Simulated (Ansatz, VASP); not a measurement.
## CuF in VASP and in Ansatz

File INCAR:

```
SYSTEM = CuF
  PREC = Accurate
  ENCUT = 520
  EDIFF = 1E-7
  ISMEAR = -1
  SIGMA = 0.02
  LREAL = .FALSE.
  LASPH = .TRUE.
  NELM = 60
  ALGO = Normal
  ISIF = 2
  LWAVE = .FALSE.
  LCHARG = .FALSE.
  GGA = PE
  NBANDS = 26
```

The input KPOINTS:

```
Automatic mesh
0
G
  9 9 4
  0 0 0
```

The input POSCAR:

```
CuF
1.0
    2.8060196842      0.0000000000      0.0000000000
   -1.4030098421      2.4300843300      0.0000000000
    0.0000000000      0.0000000000      6.6687736131
Cu F
2 2
Direct
    0.3333333333      0.6666666667      0.0460751685
    0.6666666667      0.3333333333      0.5460751685
    0.3333333333      0.6666666667      0.3289248315
    0.6666666667      0.3333333333      0.8289248315
```

Input for Ansatz:

```yaml
crystal:
  lattice:
    - [2.8060196842, 0.0, 0.0]
    - [-1.4030098421, 2.43008433, 0.0]
    - [0.0, 0.0, 6.6687736131]
  atoms:
    - { symbol: Cu, position: [0.3333333333, 0.6666666667, 0.0460751685] }
    - { symbol: Cu, position: [0.6666666667, 0.3333333333, 0.5460751685] }
    - { symbol: F, position: [0.3333333333, 0.6666666667, 0.3289248315] }
    - { symbol: F, position: [0.6666666667, 0.3333333333, 0.8289248315] }
kpoints:
  mp_grid: { grid: [9, 9, 4] }
hamiltonian:
  xc: pbe
scf:
  occupations: { method: fermi_dirac, width: 0.02 }
  n_extra_bands: 5
output:
  forces: true
  stress: true
  eigenvalues: true
```

Alike in both runs: task single point; functional PBE; k mesh 9 × 9 × 4; occupations fermi-dirac, width 0.02 eV; no spin polarisation.

```csv
,VASP,Ansatz
version,VASP 6.6.1,Ansatz 0.2.0
potentials or method,"VASP PAW PBE potentials, release 64 (Cu, F)","plane waves, PAW"
plane-wave cutoff (eV),520,420
valence electrons in the cell,36,52
```

Ansatz gave:

* pressure (GPa): 6.3
* traceless stress, the component that is largest in VASP (GPa): 4.55
* rms of the force components (eV/Å): 0.052

Problem. Estimate VASP's values.

Solution. Pressure (GPa): 6.6; traceless stress, the component that is largest in VASP (GPa): 5.19; rms of the force components (eV/Å): 0.093.

Atom by atom the forces differ by 0.041 eV/Å (rms over components). VASP's potentials hold 36 valence electrons a cell and Ansatz's 52, so a difference there can come from the potentials and not from the codes.
